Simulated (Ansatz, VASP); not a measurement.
## Ti in VASP and in Ansatz

The input INCAR:

```
PREC = Accurate ; ENCUT = 520
EDIFF = 1E-6 ; ISMEAR = 0
SIGMA = 0.15 ; LREAL = F
LASPH = T ; NELM = 100
ALGO = Fast ; ISIF = 2
LWAVE = F ; LCHARG = F
GGA = PE ; NBANDS = 19
```

Contents of KPOINTS:

```
regular mesh
0
Gamma
  14 14 14
```

POSCAR

```
Ti
1.0
    0.0000000000     -3.2552372153      0.0000000000
   -3.2552372153      0.0000000000      0.0000000000
    0.0000000000      0.0000000000     -3.2552372153
Ti
2
Direct
    0.5000000000      0.5237156296      0.5000000000
    0.0000000000     -0.0237156296      0.0000000000
```

Input for Ansatz:

```yaml
crystal:
  lattice:
    - [0.0, -3.2552372153, 0.0]
    - [-3.2552372153, 0.0, 0.0]
    - [0.0, 0.0, -3.2552372153]
  atoms:
    - { symbol: Ti, position: [0.5, 0.5237156296, 0.5] }
    - { symbol: Ti, position: [0.0, -0.0237156296, 0.0] }
basis:
  ecutwfc: 520.0
kpoints:
  mp_grid: { grid: [14, 14, 14] }
hamiltonian:
  xc: pbe
  pseudopotentials: { kind: paw, azcp: { folder: soft_1 } }
scf:
  occupations: { method: gaussian, width: 0.15 }
output:
  forces: true
  stress: true
  eigenvalues: true
```

Change from the starting cell: mode 4 frozen in at -0.077 Å and mode 5 at +0.000 Å (largest displacements).

Alike in both runs: task single point; functional PBE; k mesh 14 × 14 × 14; occupations gaussian, width 0.15 eV; no spin polarisation.

```csv
,VASP,Ansatz
version,VASP 6.6.1,Ansatz 0.2.0
potentials or method,"VASP PAW PBE potentials, release 64 (Ti_sv), cutoff 520 eV","scalar-relativistic, plane waves, PAW"
valence electrons in the cell,24,24
```

Ansatz gave:

```
gap on the k mesh at the Fermi level (eV)                     : none
pressure (GPa)                                                : 0.7
traceless stress, the component that is largest in VASP (GPa) : -0.27
rms of the force components (eV/Å)                            : 0.395
```

Q: Which values does VASP return?

A: gap on the k mesh at the Fermi level (eV): none; pressure (GPa): 0.4; traceless stress, the component that is largest in VASP (GPa): -0.27; rms of the force components (eV/Å): 0.396.

Atom by atom the forces differ by 0.001 eV/Å (rms over components). A gap of «none» marks a metal or a gap that the smearing closes.
